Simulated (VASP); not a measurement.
# PtSe2 (P-3m1) in VASP: single point with r2SCAN

Aim: the single point of PtSe2 with r2SCAN.

All numbers are computed with VASP 6.6.1; they aren't measurements. Logs are shortened: lines on timing, memory, paths and dates and some standing lists are left out, and cuts for length are marked.

## (1) The cell of the first run

Symmetry: P-3m1, No. 164, trigonal system. The conventional cell has a = 3.717 Å, b = 3.717 Å, c = 5.831 Å, α = 90.00°, β = 90.00°, γ = 120.00°. Within 3.3 Å of Pt (site symmetry -3m) lie 6 Se at 2.52 Å. Within 3.4 Å of Se (site symmetry 3m) lie 3 Pt at 2.52 Å and 3 Se at 3.39 Å.

## (2) Single point, r2SCAN

Input file POSCAR:

```
PtSe2
1.0
    3.7170934501      0.0000000000      0.0000000000
   -1.8585467250      3.2190973560      0.0000000000
    0.0000000000      0.0000000000      5.8308552616
Pt Se
1 2
Direct
    0.0000000000      0.0000000000      0.0000000000
    0.3333333333      0.6666666667      0.2249061842
    0.6666666667      0.3333333333      0.7750938158
```

Input file INCAR.step1:

```
SYSTEM = PtSe2
  PREC = Accurate
  ENCUT = 520
  ISMEAR = 0
  SIGMA = 0.02
  LREAL = .False.
  LASPH = .True.
  NELM = 60
  NBANDS = 18
  GGA = PE
  ALGO = Normal
  EDIFF = 1E-4
  LWAVE = .True.
  LCHARG = .False.
```

Input file INCAR.step2:

```
SYSTEM = PtSe2
  PREC = Accurate
  ENCUT = 520
  EDIFF = 1E-6
  ISMEAR = 0
  SIGMA = 0.02
  LREAL = .False.
  LASPH = .True.
  NELM = 60
  ALGO = Normal
  ISIF = 2
  LWAVE = .False.
  LCHARG = .False.
  METAGGA = R2SCAN
  LMIXTAU = .True.
  NBANDS = 18
  ISTART = 1
```

Input file KPOINTS:

```
Automatic mesh
0
Gamma
  14 14 10
  0 0 0
```

Potentials or basis: VASP PAW PBE potentials, release 64 (Pt, Se).

The run is started by

```sh
> cat potpaw_PBE.64/Pt/POTCAR potpaw_PBE.64/Se/POTCAR > POTCAR
> cp INCAR.step1 INCAR
> mpirun -np 1 vasp_std > vasp.out
> cp INCAR.step2 INCAR
> mpirun -np 1 vasp_std > vasp.out
```

OUTCAR:

```text
SYSTEM = PtSe2
   PREC = Accurate
   ENCUT = 520
   EDIFF = 1E-6
   ISMEAR = 0
   LREAL = .False.
   LASPH = .True.
   NELM = 60
   ISIF = 2
   METAGGA = R2SCAN
   ISTART = 1

 ion  position               nearest neighbor table
   1  0.000  0.000  0.000-   2 2.52   3 2.52   2 2.52   3 2.52   3 2.52   2 2.52
   2  0.333  0.667  0.225-   1 2.52   1 2.52   1 2.52
   3  0.667  0.333  0.775-   1 2.52   1 2.52   1 2.52

  LATTYP: Found a hexagonal cell.
 ALAT       =     3.7170934501
 C/A-ratio  =     1.5686598521

  Lattice vectors:

 A1 = (   3.7170934501,   0.0000000000,   0.0000000000)
 A2 = (  -1.8585467250,   3.2190973560,   0.0000000000)
 A3 = (   0.0000000000,   0.0000000000,   5.8308552616)

Analysis of symmetry for initial positions (statically):
=====================================================================
 Subroutine PRICEL returns:
 Original cell was already a primitive cell.

 Routine SETGRP: Setting up the symmetry group for a
 hexagonal supercell.

 Subroutine GETGRP returns: Found 12 space group operations
 (whereof 12 operations were pure point group operations)
 out of a pool of 24 trial point group operations.

The static configuration has the point symmetry D_3d.

Analysis of symmetry for dynamics (positions and initial velocities):
=====================================================================
 Subroutine PRICEL returns:
 Original cell was already a primitive cell.

 Routine SETGRP: Setting up the symmetry group for a
 hexagonal supercell.

 Subroutine GETGRP returns: Found 12 space group operations
 (whereof 12 operations were pure point group operations)
 out of a pool of 24 trial point group operations.

The dynamic configuration has the point symmetry D_3d.

 Subroutine INISYM returns: Found 12 space group operations
 (whereof 12 operations are pure point group operations),
 and found     1 'primitive' translations

----------------------------------------------------------------------------------------

                                     Primitive cell

  volume of cell :      69.7702

  direct lattice vectors                    reciprocal lattice vectors
     3.717093450  0.000000000  0.000000000     0.269027404  0.155323044  0.000000000
    -1.858546725  3.219097356  0.000000000     0.000000000  0.310646088  0.000000000
     0.000000000  0.000000000  5.830855262     0.000000000  0.000000000  0.171501427

  length of vectors
     3.717093450  3.717093450  5.830855262     0.310646088  0.310646088  0.171501427

  position of ions in fractional coordinates (direct lattice)
     0.000000000  0.000000000  0.000000000
     0.333333333  0.666666667  0.224906184
     0.666666667  0.333333333  0.775093816

  ion indices of the primitive-cell ions
   primitive index   ion index
                 1           1
                 2           2
                 3           3

----------------------------------------------------------------------------------------

 KPOINTS: Automatic mesh

Automatic generation of k-mesh.
 Grid dimensions read from file:
 generate k-points for:   14   14   10

 Generating k-lattice:

  Cartesian coordinates                     Fractional coordinates (reciprocal lattice)
     0.019216243  0.011094503  0.000000000     0.071428571  0.000000000  0.000000000
     0.000000000  0.022189006  0.000000000     0.000000000  0.071428571  0.000000000
     0.000000000  0.000000000  0.017150143     0.000000000  0.000000000  0.100000000

  Length of vectors
     0.022189006  0.022189006  0.017150143

  Shift w.r.t. Gamma in fractional coordinates (k-lattice)
     0.000000000  0.000000000  0.000000000

 Subroutine IBZKPT returns following result:
 ===========================================

 Found    208 irreducible k-points:

 Following reciprocal coordinates:
            Coordinates               Weight
  0.000000  0.000000  0.000000      1.000000
  0.071429  0.000000  0.000000      6.000000
  0.142857  0.000000  0.000000      6.000000
  0.214286  0.000000  0.000000      6.000000
  0.285714  0.000000  0.000000      6.000000
  0.357143  0.000000  0.000000      6.000000
[... 16 lines left out ...]
  0.285714  0.285714  0.000000      6.000000
  0.357143  0.285714  0.000000      6.000000
 [... further k-points ...]
   k-points           NKPTS =    208   k-points in BZ     NKDIM =    208   number of bands    NBANDS=     18
   number of dos      NEDOS =    301   number of ions     NIONS =      3
   total plane-waves  NPLWV =  37632
   dimension x,y,z NGX =    28 NGY =   28 NGZ =   48
   dimension x,y,z NGXF=    56 NGYF=   56 NGZF=   96
   ions per type =               1   2
   NGX,Y,Z   is equivalent  to a cutoff of  12.52, 12.52, 13.69 a.u.
   NGXF,Y,Z  is equivalent  to a cutoff of  25.05, 25.05, 27.37 a.u.
 SYSTEM =  PtSe2
   PREC   = accura    normal or accurate (medium, high low for compatibility)
   ISTART =      1    job   : 0-new  1-cont  2-samecut
   ICHARG =      0    charge: 1-file 2-atom 10-const
   ISPIN  =      1    spin polarized calculation?
   LNONCOLLINEAR =      F non collinear calculations
   LSORBIT =      F    spin-orbit coupling
   LASPH  =      T    aspherical Exc in radial PAW
   ENCUT  =  520.0 eV  38.22 Ry    6.18 a.u.   6.91  6.91 10.84*2*pi/ulx,y,z
   NELM   =     60;   NELMIN=  2; NELMDL=  0     # of ELM steps
   EDIFF  = 0.1E-05   stopping-criterion for ELM
   LREAL  =      F    real-space projection
   EDIFFG = 0.1E-04   stopping-criterion for IOM
   NSW    =      0    number of steps for IOM
   IBRION =     -1    ionic relax: 0-MD 1-quasi-New 2-CG
   NFREE  =      0    steps in history (QN), initial steepest desc. (CG)
   ISIF   =      2    stress and relaxation
   ISYM   =      2    0-nonsym 1-usesym 2-fastsym
   POTIM  = 0.5000    time-step for ionic-motion
   TEBEG  =    0.0;   TEEND  =   0.0 temperature during run
   PSTRESS=    0.0 pullay stress
   NELECT =      22.0000    total number of electrons
   NUPDOWN=      -1.0000    fix difference up-down
   EMIN   =  10.00;   EMAX   =-10.00  energy-range for DOS
   EFERMI =   0.00;   METHOD = LEGACY
   ISMEAR =     0;   SIGMA  =   0.02  broadening in eV -4-tet -1-fermi 0-gaus
   EFERMI_NEDOS =   21; number of points for ismear=-14 and -15
   IALGO  =     38    algorithm
   IMIX   =      4    mixing-type and parameters
     AMIX     =   0.40;   BMIX     =  1.00
     AMIX_MAG =   1.60;   BMIX_MAG =  1.00
  volume/ion in A,a.u.               =      23.26       156.94
  Fermi-wavevector in a.u.,A,eV,Ry     =   1.114275  2.105675 16.893117  1.241609
  Thomas-Fermi vector in A             =   2.250868
   LORBIT       =      0    0 simple, 1 ext, 2 COOP (PROOUT), +10 PAW based schemes
   METAGGA = R2SCAN    functional components
   LHFCALC =     F    Hartree Fock is set to
   AEXX    =    0.0000 exact exchange contribution
   IVDW    =     0    specifies the selected vdW correction
   LEPSILON=     F    determine dielectric tensor
   LRPA    =     F    only Hartree local field effects (RPA)
 non-spin polarized calculation
 Gauss-broadening in eV      SIGMA  =   0.02
  energy-cutoff  :      520.00
  volume of cell :       69.77
 maximum number of plane-waves:      1898
   NGX = 13   NGY = 13   NGZ = 21

 number of electron      21.9999997 magnetization

 Free energy of the ion-electron system (eV)
  ---------------------------------------------------
  ext. energy  EPLUGINS =         0.00000000
  ---------------------------------------------------
  free energy    TOTEN  =       -81.49810194 eV

  energy without entropy =      -81.49810194  energy(sigma->0) =      -81.49810194

 E-fermi :   4.4128     XC(G=0): -10.3724

 val. band max:        4.3080323477   @ k =   0.0000   0.1429   0.1000
 cond. band min:       4.8882945324   @ k =   0.0000   0.2857   0.3000
 fundamental gap:      0.5802621847
 Fermi energy:         4.4128096137

 k-point     1 :       0.0000    0.0000    0.0000
  band No.  band energies     occupation
      1     -10.9917      2.00000
      2      -8.8460      2.00000
      3      -2.0582      2.00000
      4      -1.6300      2.00000
      5      -1.6300      2.00000
      6       0.6734      2.00000
[... 10 lines left out ...]
     17      12.6562      0.00000
     18      15.4955      0.00000

 k-point     2 :       0.0714    0.0000    0.0000
  band No.  band energies     occupation
      1     -10.9336      2.00000
      2      -8.8561      2.00000
      3      -1.9941      2.00000
      4      -1.6194      2.00000
      5      -1.5938      2.00000
      6       0.6010      2.00000
[... 10 lines left out ...]
     17      12.8703      0.00000
     18      15.3671      0.00000

 k-point     3 :       0.1429    0.0000    0.0000
  band No.  band energies     occupation
      1     -10.7645      2.00000
      2      -8.8853      2.00000
      3      -1.8156      2.00000
      4      -1.5714      2.00000
      5      -1.4935      2.00000
      6       0.3412      2.00000
[... 10 lines left out ...]
     17      13.4162      0.00000
     18      14.6328      0.00000

 k-point     4 :       0.2143    0.0000    0.0000
  band No.  band energies     occupation
      1     -10.5004      2.00000
      2      -8.9305      2.00000
      3      -1.6341      2.00000
      4      -1.3858      2.00000
      5      -1.3560      2.00000
      6      -0.1674      2.00000
[... 10 lines left out ...]
     17      13.7773      0.00000
     18      13.9320      0.00000

 k-point     5 :       0.2857    0.0000    0.0000
  band No.  band energies     occupation
      1     -10.1709      2.00000
      2      -8.9874      2.00000
      3      -1.6338      2.00000
      4      -1.2281      2.00000
      5      -1.0204      2.00000
      6      -0.6848      2.00000
[... 10 lines left out ...]
     17      13.8646      0.00000
     18      13.8868      0.00000

 k-point     6 :       0.3571    0.0000    0.0000
  band No.  band energies     occupation
      1      -9.8233      2.00000
      2      -9.0537      2.00000
      3      -2.0044      2.00000
      4      -1.1526      2.00000
      5      -0.8609      2.00000
      6      -0.4614      2.00000
[... 10 lines left out ...]
     17      13.5212      0.00000
     18      14.7786      0.00000

 k-point     7 :       0.4286    0.0000    0.0000
  band No.  band energies     occupation
      1      -9.5202      2.00000
      2      -9.1353      2.00000
      3      -2.4385      2.00000
      4      -1.1285      2.00000
      5      -0.6458      2.00000
      6      -0.0656      2.00000
[... 10 lines left out ...]
     17      13.2555      0.00000
     18      15.3372      0.00000

 k-point     8 :       0.5000   -0.0000    0.0000
  band No.  band energies     occupation
      1      -9.3542      2.00000
      2      -9.2153      2.00000
      3      -2.6100      2.00000
      4      -1.1254      2.00000
      5      -0.5045      2.00000
      6       0.0684      2.00000
[... 10 lines left out ...]
     17      13.1605      0.00000
     18      15.3442      0.00000
[... 229 lines left out ...]
     17      14.0415      0.00000
     18      15.3617      0.00000

 k-point    20 :       0.2143    0.2143    0.0000
  band No.  band energies     occupation
      1      -9.7457      2.00000
      2      -9.0513      2.00000
      3      -1.6558      2.00000
      4      -1.2409      2.00000
      5      -0.9806      2.00000
      6      -0.3414      2.00000
[... 10 lines left out ...]
     17      13.5621      0.00000
     18      13.6378      0.00000

 k-point    21 :       0.2857    0.2143    0.0000
  band No.  band energies     occupation
      1      -9.4721      2.00000
      2      -9.0995      2.00000
      3      -1.9603      2.00000
      4      -1.2674      2.00000
      5      -0.8651      2.00000
      6      -0.2102      2.00000
[... 10 lines left out ...]
     17      13.4948      0.00000
     18      14.3293      0.00000

 k-point    22 :       0.3571    0.2143    0.0000
  band No.  band energies     occupation
      1      -9.2735      2.00000
      2      -9.1605      2.00000
      3      -2.1728      2.00000
      4      -1.3270      2.00000
      5      -0.7758      2.00000
      6      -0.0662      2.00000
[... 10 lines left out ...]
     17      14.2429      0.00000
     18      14.7261      0.00000

 k-point    23 :       0.2857    0.2857    0.0000
  band No.  band energies     occupation
      1      -9.2811      2.00000
      2      -9.1325      2.00000
      3      -1.9828      2.00000
      4      -1.2824      2.00000
      5      -1.1409      2.00000
      6      -0.0277      2.00000
[... 10 lines left out ...]
     17      14.1694      0.00000
     18      14.2505      0.00000

 k-point    24 :       0.3571    0.2857    0.0000
  band No.  band energies     occupation
      1      -9.1831      2.00000
      2      -9.1709      2.00000
      3      -1.9660      2.00000
      4      -1.3639      2.00000
      5      -1.2151      2.00000
      6       0.0012      2.00000
[... 10 lines left out ...]
     17      14.3137      0.00000
     18      14.7711      0.00000

 [... further k-points ...]
[... 5 lines left out ...]
  --------------------------------------------------------------------------------------
  -------------------------------------------------------------------------------------
  Total        0.0366477      0.0366477      0.0129287      0.0000000      0.0000000      0.0000000
  in kB        0.8415640      0.8415640      0.2968890      0.0000000      0.0000000      0.0000000
  external PRESSURE =       0.6600057 kB  Pullay stress =       0.0000000 kB

 VOLUME and BASIS-vectors are now :
 -----------------------------------------------------------------------------
  energy-cutoff  :      520.00
  volume of cell :       69.77
      direct lattice vectors                 reciprocal lattice vectors
     3.717093450  0.000000000  0.000000000     0.269027404  0.155323044  0.000000000
    -1.858546725  3.219097356  0.000000000     0.000000000  0.310646088  0.000000000
     0.000000000  0.000000000  5.830855262     0.000000000  0.000000000  0.171501427

 POSITION                                       TOTAL-FORCE (eV/Angst)
 -----------------------------------------------------------------------------------
      0.00000      0.00000      0.00000        -0.000000      0.000000      0.000000
     -0.00000      2.14606      1.31140         0.000000     -0.000000      0.010041
      1.85855      1.07303      4.51946         0.000000      0.000000     -0.010041
 -----------------------------------------------------------------------------------
    total drift:                               -0.000000      0.000000     -0.000000

  FREE ENERGIE OF THE ION-ELECTRON SYSTEM (eV)
  ---------------------------------------------------
  free  energy   TOTEN  =       -81.4981019398 eV

  energy  without entropy=      -81.4981019398  energy(sigma->0) =      -81.49810194
```

It took 19 min on 1 thread of Oxide Virtual Turin-like, shared host; peak memory 0.36 GiB.

Results:

| Item | Value |
| --- | --- |
| Free energy | -81.4981 eV |
| Pressure | 0.1 GPa |
| Largest force | 0.010 eV/Å |
| Band gap on the k mesh | 0.58 eV (least direct gap 0.99 eV) |

Forces on the atoms (eV/Å):
```
Pt   0.000  0.000  0.000
Se   0.000  0.000  0.010
Se   0.000  0.000 -0.010
```

Levels at points of the mesh, in eV from the valence-band top:
```tsv
k point	band 9	band 10	band 11	band 12	band 13	band 14
(0.00, 0.00, 0.00)	-0.61	-0.61	-0.04	2.38	2.38	4.81
(0.50, 0.00, 0.00)	-2.70	-2.64	-2.60	1.58	2.50	5.00
(0.00, 0.00, 0.50)	-1.55	-0.73	-0.73	2.64	2.64	5.58
(0.50, 0.00, 0.50)	-2.76	-2.43	-1.53	2.01	2.11	4.58
```

Caveat: the PAW data sets were made with another functional, which shifts forces and pressure a little; spin-orbit coupling is left out, which moves the levels of the heavy elements. A k mesh can miss the band edges.
